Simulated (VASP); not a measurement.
Write the native input for VASP 6.6.1 that does the following.

- Task: single point
- Functional: PBEsol
- Potentials or basis: VASP PAW PBE potentials, release 64 (Hg)
- Cutoff: 520 eV
- k mesh: 9 × 9 × 3
- Occupations: methfessel-paxton, width 0.05 eV
- Spin: no spin polarisation
- Dipole correction: no
- Further INCAR settings: ALGO = Normal; EDIFF = 1e-07; NBANDS = 32

The structure of Hg lies in POSCAR:

```
Hg
1.0
    3.4419410000      0.0000000000      0.0000000000
   -1.7209705000      2.9808083443      0.0000000000
    0.0000000000      0.0000000000     11.0623310000
Hg
4
Direct
    0.0000000000      0.0000000000      0.0000000000
    0.0000000000      0.0000000000      0.5000000000
    0.3333333333      0.6666666667      0.2500000000
    0.6666666667      0.3333333333      0.7500000000
```

One way to write it, as run:

INCAR

```
SYSTEM = Hg
PREC = Accurate
ENCUT = 520
EDIFF = 1E-7
ISMEAR = 1
SIGMA = 0.05
LREAL = .FALSE.
LASPH = .TRUE.
NELM = 80
ALGO = Normal
ISIF = 2
LWAVE = .FALSE.
LCHARG = .FALSE.
GGA = PS
NBANDS = 32
```

KPOINTS

```
Automatic mesh
0
G
  9 9 3
  0 0 0
```

Potentials or basis: VASP PAW PBE potentials, release 64 (Hg).

Command:

```sh
$ cat potpaw_PBE.64/Hg/POTCAR > POTCAR
$ mpirun -np 1 vasp_std > vasp.out
```

Results of the run:

| Quantity | Value |
| --- | --- |
| Pressure | -2.5 GPa |
| Band gap on the k mesh | zero (band 24 reaches 0.82 eV, above the bottom of band 25 at 0.38 eV) |

Caveat: the PAW data sets were made with another functional, which shifts forces and pressure a little; spin-orbit coupling is left out, which moves the levels of the heavy elements.

Run time: 58 s on 1 thread of Intel(R) Xeon(R) Platinum 8488C (Sapphire Rapids), with other jobs on the host, peak memory 0.27 GiB.
